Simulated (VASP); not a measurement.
Write the native input for VASP 6.6.1 that does the following.

- Task: single point
- Functional: PBEsol
- Potentials or basis: VASP PAW PBE potentials, release 64 (Rb_sv)
- Cutoff: 520 eV
- k mesh: 8 × 8 × 8
- Occupations: fermi-dirac, width 0.05 eV
- Spin: no spin polarisation
- Dipole correction: no
- Further INCAR settings: ALGO = Normal; EDIFF = 1e-06; NBANDS = 10

The structure of Rb lies in POSCAR:

```
Rb
1.0
   -2.7779400000      2.8060000000      2.8060000000
    2.8060000000     -2.7779400000      2.8060000000
    2.8060000000      2.8060000000     -2.7779400000
Rb
1
Direct
    0.0000000000      0.0000000000      0.0000000000
```

This cell differs from its parent crystal: equal xy, yz and zx shear strains of +1 %.

The input as run:

INCAR

```
  PREC = Accurate
  ENCUT = 520
  EDIFF = 1E-6
  ISMEAR = -1
  SIGMA = 0.05
  LREAL = False
  LASPH = True
  NELM = 100
  ALGO = Normal
  ISIF = 2
  LWAVE = False
  LCHARG = False
  GGA = PS
  NBANDS = 10
```

KPOINTS

```
regular mesh
0
Gamma
  8 8 8
```

Potentials or basis: VASP PAW PBE potentials, release 64 (Rb_sv).

The run is started by

```console
$ cat potpaw_PBE.64/Rb_sv/POTCAR > POTCAR
$ mpirun -np 1 vasp_std > vasp.out
```

It gave:

```yaml
Pressure: -0.1 GPa
```

Caveat: the cell differs from its parent crystal (equal xy, yz and zx shear strains of +1 %); the PAW data sets were made with another functional, which shifts forces and pressure a little.

Run time: 13 s on 1 thread of Intel(R) Xeon(R) 6975P-C (Granite Rapids) (shared host), peak memory 0.22 GiB.
